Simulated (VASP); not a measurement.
Wanted: the native input for a VASP 6.6.1 run.

```
Task                   : single point
Functional             : PBEsol
Potentials or basis    : VASP PAW PBE potentials, release 64 (Zr_sv, B)
Cutoff                 : 520 eV
k mesh                 : 16 × 16 × 12
Occupations            : gaussian, width 0.1 eV
Spin                   : no spin polarisation
Dipole correction      : no
Further INCAR settings : ALGO = Normal; EDIFF = 1e-07; NBANDS = 23
```

The structure of ZrB lies in POSCAR:

```
ZrB
1.0
    2.4311025527      2.4311025527      0.0000000000
   -2.4311025527      2.4311025527      0.0000000000
    0.0000000000      0.0000000000      4.7649610033
Zr B
2 2
Direct
    0.0000000000      0.0000000000      0.0000000000
    0.5000000000      0.5000000000      0.5000000000
    0.5000000000      0.5000000000      0.0000000000
    0.0000000000      0.0000000000      0.5000000000
```

This cell differs from its parent crystal: strain along c alone, the other axes held: -2.0 %.

These files were run (other wordings do the same):

INCAR

```
PREC = Accurate ; ENCUT = 520
EDIFF = 1E-7 ; ISMEAR = 0
SIGMA = 0.1 ; LREAL = F
LASPH = T ; NELM = 60
ALGO = Normal ; ISIF = 2
LWAVE = F ; LCHARG = T
GGA = PS ; LELF = T
LVHAR = T ; NBANDS = 23
```

KPOINTS

```
Automatic mesh
0
Gamma
  16 16 12
```

Potentials or basis: VASP PAW PBE potentials, release 64 (Zr_sv, B).

Run with:

```console
$ cat potpaw_PBE.64/Zr_sv/POTCAR potpaw_PBE.64/B/POTCAR > POTCAR
$ mpirun -np 1 vasp_std > vasp.out
```

It gave:

The pressure is 3.9 GPa and the band gap on the k mesh is zero (bands 15 and 16 overlap by 3.40 eV).

Caveat: the cell differs from its parent crystal (strain along c alone, the other axes held: -2.0 %); the stress differs along the axes, from 2 to 9 GPa; the PAW data sets were made with another functional, which shifts forces and pressure a little.

Wall time 12 min on 1 thread of Intel Xeon 8259CL, with other jobs on the host, peak memory 0.45 GiB.
